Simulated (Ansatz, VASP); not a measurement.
# Two plane-wave programs on SrO

File POSCAR:

```
SrO
1.0
    0.0000000000      2.7091453417      2.5798927166
    2.5798927166      0.0000000000      2.5798927166
    2.5798927166      2.7091453417      0.0000000000
Sr O
1 1
Direct
    0.5000000000      0.5000000000      0.5000000000
    0.0000000000      0.0000000000      0.0000000000
```

The input INCAR.step1:

```
SYSTEM = SrO
ALGO     = Normal         ! electronic algorithm
EDIFF    = 1E-4           ! SCF threshold, eV
ENCUT    = 520            ! plane-wave cutoff, eV
GGA      = PE             ! functional
ISMEAR   = 0              ! smearing method
LASPH    = .TRUE.         ! aspherical terms in the spheres
LCHARG   = .FALSE.        ! write CHGCAR
LREAL    = .FALSE.        ! projectors in reciprocal space
LWAVE    = .TRUE.         ! write WAVECAR
NBANDS   = 15             ! bands
NELM     = 80             ! most SCF steps
PREC     = Accurate       ! precision mode
SIGMA    = 0.01           ! smearing width, eV
```

INCAR.step2

```
SYSTEM = SrO
ALGO     = Normal         ! electronic algorithm
EDIFF    = 1E-6           ! SCF threshold, eV
ENCUT    = 520            ! plane-wave cutoff, eV
ISIF     = 2              ! what is computed and relaxed
ISMEAR   = 0              ! smearing method
ISTART   = 1            
LASPH    = .TRUE.         ! aspherical terms in the spheres
LCHARG   = .FALSE.        ! write CHGCAR
LMIXTAU  = .TRUE.       
LREAL    = .FALSE.        ! projectors in reciprocal space
LWAVE    = .FALSE.        ! write WAVECAR
METAGGA  = R2SCAN         ! meta-GGA
NBANDS   = 15             ! bands
NELM     = 80             ! most SCF steps
PREC     = Accurate       ! precision mode
SIGMA    = 0.01           ! smearing width, eV
```

Contents of KPOINTS:

```
k-points
0
G
  8 8 8
  0 0 0
```

Input for Ansatz:

```yaml
crystal:
  lattice:
    - [0.0, 2.7091453417, 2.5798927166]
    - [2.5798927166, 0.0, 2.5798927166]
    - [2.5798927166, 2.7091453417, 0.0]
  atoms:
    - { symbol: Sr, position: [0.5, 0.5, 0.5] }
    - { symbol: O, position: [0.0, 0.0, 0.0] }
kpoints:
  mp_grid: { grid: [8, 8, 8] }
  band_path:
    path:
      - [0.0, 0.0, 0.0]
      - [0.5, 0.0, 0.5]
      - [0.625, 0.25, 0.625]
      - [0.375, 0.375, 0.75]
      - [0.5, 0.5, 0.5]
      - [0.5, 0.25, 0.75]
      - [0.0, 0.5, 0.5]
    npoints: 1
hamiltonian:
  xc: r2scan
scf:
  occupations: { method: fixed }
  n_extra_bands: 4
output:
  forces: true
  stress: true
  eigenvalues: true
  write_density: true
  write_potential: true
  elf: true
  volumetric_format: npy
```

Change from the starting cell: uniaxial_y strain +5.0%.

Alike in both runs: task single point; functional r2SCAN; k mesh 8 × 8 × 8; no spin polarisation.

|  | VASP | Ansatz |
| --- | --- | --- |
| version | VASP 6.6.1 | Ansatz 0.2.0 |
| potentials or method | VASP PAW PBE potentials, release 64 (Sr_sv, O) | plane waves, PAW |
| plane-wave cutoff (eV) | 520 | 500 |
| occupations | gaussian, width 0.01 eV | fixed |
| valence electrons in the cell | 16 | 16 |

```tsv
	VASP	Ansatz	Ansatz less VASP
gap on the k mesh at the Fermi level (eV)	3.67	3.72	+0.048
pressure (GPa)	-3.2	-3.7	-0.43
traceless stress, the component that is largest in VASP (GPa)	-3.17	-3.01	+0.164
```

VASP's potentials were made for PBE, not for r2SCAN.
